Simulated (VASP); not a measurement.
# NbTe (P-6m2) in VASP: a series of runs

Runs on NbTe. Level: PBEsol. Tasks: single point.

Program: VASP 6.6.1. These are calculated values, not measurements. Logs are shortened: lines on timing, memory, paths and dates and some standing lists are left out, and cuts for length are marked.

### Step 1. The cell of the first run

It takes space group P-6m2 (No. 187, hexagonal). Conventional cell: a = 3.440 Å, b = 3.440 Å, c = 3.628 Å, α = 90.00°, β = 90.00°, γ = 120.00°. Te (site symmetry -6m2) has 6 Nb at 2.69 Å and 6 Te at 3.44 Å within 3.5 Å. Nb (site symmetry -6m2) has 6 Te at 2.69 Å and 6 Nb at 3.44 Å within 3.5 Å.

### Step 2. Single point, PBEsol

Input file INCAR:

```
SYSTEM = NbTe
ALGO     = Normal         ! electronic algorithm
EDIFF    = 1E-6           ! SCF threshold, eV
ENCUT    = 520            ! plane-wave cutoff, eV
GGA      = PS             ! functional
ISIF     = 2              ! what is computed and relaxed
ISMEAR   = -1             ! smearing method
LASPH    = .True.         ! aspherical terms in the spheres
LCHARG   = .True.         ! write CHGCAR
LELF     = .True.         ! ELF
LREAL    = .False.        ! projectors in reciprocal space
LVHAR    = .True.       
LWAVE    = .False.        ! write WAVECAR
NBANDS   = 16             ! bands
NELM     = 100            ! most SCF steps
PREC     = Accurate       ! precision mode
SIGMA    = 0.05           ! smearing width, eV
```

Input file KPOINTS:

```
k-points
0
Gamma
  8 8 7
  0 0 0
```

Input file POSCAR:

```
NbTe
1.0
    3.4401926142      0.0000000000      0.0000000000
   -1.7200963071      2.9792941978      0.0000000000
    0.0000000000      0.0000000000      3.6282001532
Te Nb
1 1
Direct
    0.6666666667      0.3333333333      0.0000000000
    0.0000000000      0.0000000000      0.5000000000
```

Potentials or basis: VASP PAW PBE potentials, release 64 (Te, Nb_sv).

Launch:

```bash
$ cat potpaw_PBE.64/Te/POTCAR potpaw_PBE.64/Nb_sv/POTCAR > POTCAR
$ mpirun -np 1 vasp_std > vasp.out
```

OUTCAR:

```text
SYSTEM = NbTe
   EDIFF = 1E-6
   ENCUT = 520
   GGA = PS
   ISIF = 2
   ISMEAR = -1
   LASPH = .True.
   LREAL = .False.
   NELM = 100
   PREC = Accurate

 ion  position               nearest neighbor table
   1  0.667  0.333  0.000-   2 2.69   2 2.69   2 2.69   2 2.69   2 2.69   2 2.69
   2  0.000  0.000  0.500-   1 2.69   1 2.69   1 2.69   1 2.69   1 2.69   1 2.69

  LATTYP: Found a hexagonal cell.
 ALAT       =     3.4401926142
 C/A-ratio  =     1.0546502944

  Lattice vectors:

 A1 = (   3.4401926142,   0.0000000000,   0.0000000000)
 A2 = (  -1.7200963071,   2.9792941978,   0.0000000000)
 A3 = (   0.0000000000,   0.0000000000,   3.6282001532)

Analysis of symmetry for initial positions (statically):
=====================================================================
 Subroutine PRICEL returns:
 Original cell was already a primitive cell.

 Routine SETGRP: Setting up the symmetry group for a
 hexagonal supercell.

 Subroutine GETGRP returns: Found 12 space group operations
 (whereof 12 operations were pure point group operations)
 out of a pool of 24 trial point group operations.

The static configuration has the point symmetry D_3h.

Analysis of symmetry for dynamics (positions and initial velocities):
=====================================================================
 Subroutine PRICEL returns:
 Original cell was already a primitive cell.

 Routine SETGRP: Setting up the symmetry group for a
 hexagonal supercell.

 Subroutine GETGRP returns: Found 12 space group operations
 (whereof 12 operations were pure point group operations)
 out of a pool of 24 trial point group operations.

The dynamic configuration has the point symmetry D_3h.

 Subroutine INISYM returns: Found 12 space group operations
 (whereof 12 operations are pure point group operations),
 and found     1 'primitive' translations

----------------------------------------------------------------------------------------

                                     Primitive cell

  volume of cell :      37.1867

  direct lattice vectors                    reciprocal lattice vectors
     3.440192614  0.000000000  0.000000000     0.290681398  0.167824984  0.000000000
    -1.720096307  2.979294198  0.000000000     0.000000000  0.335649967  0.000000000
     0.000000000  0.000000000  3.628200153     0.000000000  0.000000000  0.275618752

  length of vectors
     3.440192614  3.440192614  3.628200153     0.335649967  0.335649967  0.275618752

  position of ions in fractional coordinates (direct lattice)
     0.666666667  0.333333333  0.000000000
     0.000000000  0.000000000  0.500000000

  ion indices of the primitive-cell ions
   primitive index   ion index
                 1           1
                 2           2

----------------------------------------------------------------------------------------

 KPOINTS: k-points

Automatic generation of k-mesh.
 Grid dimensions read from file:
 generate k-points for:    8    8    7

 Generating k-lattice:

  Cartesian coordinates                     Fractional coordinates (reciprocal lattice)
     0.036335175  0.020978123  0.000000000     0.125000000 -0.000000000  0.000000000
     0.000000000  0.041956246  0.000000000     0.000000000  0.125000000  0.000000000
     0.000000000  0.000000000  0.039374107     0.000000000  0.000000000  0.142857143

  Length of vectors
     0.041956246  0.041956246  0.039374107

  Shift w.r.t. Gamma in fractional coordinates (k-lattice)
     0.000000000  0.000000000  0.000000000

 Subroutine IBZKPT returns following result:
 ===========================================

 Found     40 irreducible k-points:

 Following reciprocal coordinates:
            Coordinates               Weight
  0.000000  0.000000  0.000000      1.000000
  0.125000  0.000000  0.000000      6.000000
  0.250000  0.000000  0.000000      6.000000
  0.375000  0.000000  0.000000      6.000000
  0.500000  0.000000  0.000000      3.000000
  0.125000  0.125000  0.000000      6.000000
[... 16 lines left out ...]
  0.250000  0.000000  0.285714     12.000000
  0.375000  0.000000  0.285714     12.000000
 [... further k-points ...]
   k-points           NKPTS =     40   k-points in BZ     NKDIM =     40   number of bands    NBANDS=     16
   number of dos      NEDOS =    301   number of ions     NIONS =      2
   total plane-waves  NPLWV =  21952
   dimension x,y,z NGX =    28 NGY =   28 NGZ =   28
   dimension x,y,z NGXF=    56 NGYF=   56 NGZF=   56
   ions per type =               1   1
   NGX,Y,Z   is equivalent  to a cutoff of  13.53, 13.53, 12.83 a.u.
   NGXF,Y,Z  is equivalent  to a cutoff of  27.06, 27.06, 25.66 a.u.
 SYSTEM =  NbTe
   PREC   = accura    normal or accurate (medium, high low for compatibility)
   ISTART =      0    job   : 0-new  1-cont  2-samecut
   ICHARG =      2    charge: 1-file 2-atom 10-const
   ISPIN  =      1    spin polarized calculation?
   LNONCOLLINEAR =      F non collinear calculations
   LSORBIT =      F    spin-orbit coupling
   LASPH  =      T    aspherical Exc in radial PAW
   ENCUT  =  520.0 eV  38.22 Ry    6.18 a.u.   6.40  6.40  6.75*2*pi/ulx,y,z
   NELM   =    100;   NELMIN=  2; NELMDL= -5     # of ELM steps
   EDIFF  = 0.1E-05   stopping-criterion for ELM
   LREAL  =      F    real-space projection
   EDIFFG = 0.1E-04   stopping-criterion for IOM
   NSW    =      0    number of steps for IOM
   IBRION =     -1    ionic relax: 0-MD 1-quasi-New 2-CG
   NFREE  =      0    steps in history (QN), initial steepest desc. (CG)
   ISIF   =      2    stress and relaxation
   ISYM   =      2    0-nonsym 1-usesym 2-fastsym
   POTIM  = 0.5000    time-step for ionic-motion
   TEBEG  =    0.0;   TEEND  =   0.0 temperature during run
   PSTRESS=    0.0 pullay stress
   NELECT =      19.0000    total number of electrons
   NUPDOWN=      -1.0000    fix difference up-down
   EMIN   =  10.00;   EMAX   =-10.00  energy-range for DOS
   EFERMI =   0.00;   METHOD = LEGACY
   ISMEAR =    -1;   SIGMA  =   0.05  broadening in eV -4-tet -1-fermi 0-gaus
   EFERMI_NEDOS =   21; number of points for ismear=-14 and -15
   IALGO  =     38    algorithm
   IMIX   =      4    mixing-type and parameters
     AMIX     =   0.40;   BMIX     =  1.00
     AMIX_MAG =   1.60;   BMIX_MAG =  1.00
  volume/ion in A,a.u.               =      18.59       125.47
  Fermi-wavevector in a.u.,A,eV,Ry     =   1.308771  2.473218 23.305158  1.712881
  Thomas-Fermi vector in A             =   2.439415
   LORBIT       =      0    0 simple, 1 ext, 2 COOP (PROOUT), +10 PAW based schemes
   GGA     = PS    functional components
   LHFCALC =     F    Hartree Fock is set to
   AEXX    =    0.0000 exact exchange contribution
   IVDW    =     0    specifies the selected vdW correction
   LEPSILON=     F    determine dielectric tensor
   LRPA    =     F    only Hartree local field effects (RPA)
 non-spin polarized calculation
  energy-cutoff  :      520.00
  volume of cell :       37.19
 maximum number of plane-waves:      1015
 NGX is ok and might be reduce to    28
   NGX = 13   NGY = 13   NGZ = 13

 number of electron      19.0000000 magnetization

 Free energy of the ion-electron system (eV)
  ---------------------------------------------------
  ext. energy  EPLUGINS =         0.00000000
  ---------------------------------------------------
  free energy    TOTEN  =       -14.63911861 eV

  energy without entropy =      -14.63236633  energy(sigma->0) =      -14.63574247

 E-fermi :  13.4536     XC(G=0): -12.2159

 val. band max:       13.4383906685   @ k =   0.0000   0.0000   0.4286
 cond. band min:      13.5198457871   @ k =   0.1250   0.0000   0.0000
 fundamental gap:      0.0814551187
 Fermi energy:        13.4535697182

 k-point     1 :       0.0000    0.0000    0.0000
  band No.  band energies     occupation
      1     -41.8229      2.00000
      2     -18.1890      2.00000
      3     -17.8362      2.00000
      4     -17.8362      2.00000
      5      -1.9553      2.00000
      6       9.5778      2.00000
[... 8 lines left out ...]
     15      19.5900      0.00000
     16      21.2543      0.00000

 k-point     2 :       0.1250    0.0000    0.0000
  band No.  band energies     occupation
      1     -41.8191      2.00000
      2     -18.1805      2.00000
      3     -17.8829      2.00000
      4     -17.8469      2.00000
      5      -1.6962      2.00000
      6       9.1736      2.00000
[... 8 lines left out ...]
     15      19.6726      0.00000
     16      22.2322      0.00000

 k-point     3 :       0.2500    0.0000    0.0000
  band No.  band energies     occupation
      1     -41.8098      2.00000
      2     -18.1598      2.00000
      3     -17.9937      2.00000
      4     -17.8725      2.00000
      5      -0.9782      2.00000
      6       7.6265      2.00000
[... 8 lines left out ...]
     15      21.3551      0.00000
     16      22.8218      0.00000

 k-point     4 :       0.3750    0.0000    0.0000
  band No.  band energies     occupation
      1     -41.8006      2.00000
      2     -18.1390      2.00000
      3     -18.1019      2.00000
      4     -17.8979      2.00000
      5      -0.0261      2.00000
      6       5.9797      2.00000
[... 8 lines left out ...]
     15      20.5628      0.00000
     16      22.7608      0.00000

 k-point     5 :       0.5000    0.0000    0.0000
  band No.  band energies     occupation
      1     -41.7967      2.00000
      2     -18.1460      2.00000
      3     -18.1304      2.00000
      4     -17.9085      2.00000
      5       0.5194      2.00000
      6       5.1764      2.00000
[... 8 lines left out ...]
     15      19.4984      0.00000
     16      23.3126      0.00000

 k-point     6 :       0.1250    0.1250    0.0000
  band No.  band energies     occupation
      1     -41.8125      2.00000
      2     -18.1658      2.00000
      3     -17.9566      2.00000
      4     -17.8701      2.00000
      5      -1.2063      2.00000
      6       8.1722      2.00000
[... 8 lines left out ...]
     15      20.0727      0.00000
     16      23.0229      0.00000

 k-point     7 :       0.2500    0.1250    0.0000
  band No.  band energies     occupation
      1     -41.8033      2.00000
      2     -18.1451      2.00000
      3     -18.0548      2.00000
      4     -17.9067      2.00000
      5      -0.3546      2.00000
      6       6.7498      2.00000
[... 8 lines left out ...]
     15      21.5254      0.00000
     16      22.3991      0.00000

 k-point     8 :       0.3750    0.1250    0.0000
  band No.  band energies     occupation
      1     -41.7967      2.00000
      2     -18.1304      2.00000
      3     -18.1225      2.00000
      4     -17.9330      2.00000
      5       0.4744      2.00000
      6       5.5559      2.00000
[... 8 lines left out ...]
     15      20.6996      0.00000
     16      22.8200      0.00000

 k-point     9 :       0.2500    0.2500    0.0000
  band No.  band energies     occupation
      1     -41.7967      2.00000
      2     -18.1304      2.00000
      3     -18.0902      2.00000
      4     -17.9662      2.00000
      5       0.4316      2.00000
      6       6.0926      2.00000
[... 8 lines left out ...]
     15      22.2016      0.00000
     16      23.0198      0.00000
[... 172 lines left out ...]
 k-point    19 :       0.2500    0.2500    0.1429
  band No.  band energies     occupation
      1     -41.7952      2.00000
      2     -18.1589      2.00000
      3     -18.0833      2.00000
      4     -17.9608      2.00000
      5       0.4795      2.00000
      6       6.2850      2.00000
[... 8 lines left out ...]
     15      20.7518      0.00000
     16      23.3265      0.00000

 k-point    20 :       0.3750    0.2500    0.1429
  band No.  band energies     occupation
      1     -41.7925      2.00000
      2     -18.1519      2.00000
      3     -18.0879      2.00000
      4     -17.9949      2.00000
      5       0.8419      2.00000
      6       6.0557      2.00000
[... 8 lines left out ...]
     15      21.2637      0.00000
     16      22.3739      0.00000

 k-point    21 :       0.0000    0.0000    0.2857
  band No.  band energies     occupation
      1     -41.8178      2.00000
      2     -18.3033      2.00000
      3     -17.8276      2.00000
      4     -17.8276      2.00000
      5      -1.0664      2.00000
      6       6.5373      2.00000
[... 8 lines left out ...]
     15      22.2120      0.00000
     16      22.2131      0.00000

 k-point    22 :       0.1250    0.0000    0.2857
  band No.  band energies     occupation
      1     -41.8140      2.00000
      2     -18.2915      2.00000
      3     -17.8718      2.00000
      4     -17.8372      2.00000
      5      -0.8789      2.00000
      6       6.7073      2.00000
[... 8 lines left out ...]
     15      20.5650      0.00000
     16      22.3994      0.00000

 k-point    23 :       0.2500    0.0000    0.2857
  band No.  band energies     occupation
      1     -41.8048      2.00000
      2     -18.2628      2.00000
      3     -17.9769      2.00000
      4     -17.8604      2.00000
      5      -0.3690      2.00000
      6       6.9850      2.00000
[... 8 lines left out ...]
     15      21.5040      0.00000
     16      23.0776      0.00000

 k-point    24 :       0.3750    0.0000    0.2857
  band No.  band energies     occupation
      1     -41.7956      2.00000
      2     -18.2338      2.00000
      3     -18.0799      2.00000
      4     -17.8835      2.00000
      5       0.2751      2.00000
      6       6.2870      2.00000
[... 8 lines left out ...]
     15      20.4153      0.00000
     16      23.4399      0.00000

 [... further k-points ...]
[... 5 lines left out ...]
  --------------------------------------------------------------------------------------
  -------------------------------------------------------------------------------------
  Total        4.6191726      4.6191726      4.6016582      0.0000000      0.0000000      0.0000000
  in kB      199.0157232    199.0157232    198.2611194      0.0000000      0.0000000      0.0000000
  external PRESSURE =     198.7641886 kB  Pullay stress =       0.0000000 kB

 VOLUME and BASIS-vectors are now :
 -----------------------------------------------------------------------------
  energy-cutoff  :      520.00
  volume of cell :       37.19
      direct lattice vectors                 reciprocal lattice vectors
     3.440192614  0.000000000  0.000000000     0.290681398  0.167824984  0.000000000
    -1.720096307  2.979294198  0.000000000     0.000000000  0.335649967  0.000000000
     0.000000000  0.000000000  3.628200153     0.000000000  0.000000000  0.275618752

 POSITION                                       TOTAL-FORCE (eV/Angst)
 -----------------------------------------------------------------------------------
      1.72010      0.99310      0.00000         0.000000     -0.000000      0.000000
      0.00000      0.00000      1.81410         0.000000      0.000000      0.000000
 -----------------------------------------------------------------------------------
    total drift:                               -0.000000      0.000000     -0.000000

  FREE ENERGIE OF THE ION-ELECTRON SYSTEM (eV)
  ---------------------------------------------------
  free  energy   TOTEN  =       -14.6391186108 eV

  energy  without entropy=      -14.6323663327  energy(sigma->0) =      -14.63574247
```

Wall time 14 s (1 thread of Intel Xeon Platinum 8488C (Sapphire Rapids), shared host); peak memory 0.17 GiB.

Results:

- Free energy: -14.6391 eV
- Pressure: 19.9 GPa

Stress tensor (GPa, compression positive):
```
19.90  0.00  0.00
 0.00 19.90  0.00
 0.00  0.00 19.83
```

Caveat: the PAW data sets were made with another functional, which shifts forces and pressure a little; spin-orbit coupling is left out, which moves the levels of the heavy elements.

### Step 3. Single point, PBEsol

This run uses another cell than the first one, of 19.60 Å³/atom, 1.054 times its volume.

Input file INCAR:

```
PREC     = Accurate       # precision mode
ENCUT    = 520            # plane-wave cutoff, eV
EDIFF    = 1E-6           # SCF threshold, eV
ISMEAR   = -1             # smearing method
SIGMA    = 0.05           # smearing width, eV
LREAL    = False          # projectors in reciprocal space
LASPH    = True           # aspherical terms in the spheres
NELM     = 60             # most SCF steps
ALGO     = Normal         # electronic algorithm
ISIF     = 2              # what is computed and relaxed
LWAVE    = False          # write WAVECAR
LCHARG   = True           # write CHGCAR
GGA      = PS             # functional
LELF     = True           # ELF
LVHAR    = True         
NBANDS   = 16             # bands
```

Input file KPOINTS:

```
Automatic mesh
0
Gamma
  8 8 7
```

Input file POSCAR:

```
NbTe
1.0
    3.5246467516      0.0000000000      0.0000000000
   -1.7623233758      3.0524336263      0.0000000000
    0.0000000000      0.0000000000      3.6440576355
Te Nb
1 1
Direct
    0.6666666667      0.3333333333      0.0000000000
    0.0000000000      0.0000000000      0.5000000000
```

Potentials or basis: VASP PAW PBE potentials, release 64 (Te, Nb_sv).

Launch:

```bash
$ cat potpaw_PBE.64/Te/POTCAR potpaw_PBE.64/Nb_sv/POTCAR > POTCAR
$ mpirun -np 1 vasp_std > vasp.out
```

Run time: 13 s. Hardware: 1 thread of Intel Xeon Platinum 8488C (Sapphire Rapids), shared host; peak memory 0.17 GiB.

It converged, with:

| Property | Result |
| --- | --- |
| Free energy | -14.8251 eV |
| Pressure | 9.9 GPa |

Levels at points of the mesh, in eV from the Fermi level:
```csv
k point,band 6,band 7,band 8,band 9,band 10,band 11,band 12,band 13,band 14,band 15
"(0.00, 0.00, 0.00)",-3.59,-3.21,-3.21,-2.67,0.13,0.13,2.91,2.91,3.72,6.03
"(0.50, 0.00, 0.00)",-7.92,-4.44,-3.14,-2.47,-0.28,1.56,2.00,3.26,4.12,5.91
```

Caveat: the PAW data sets were made with another functional, which shifts forces and pressure a little; spin-orbit coupling is left out, which moves the levels of the heavy elements.
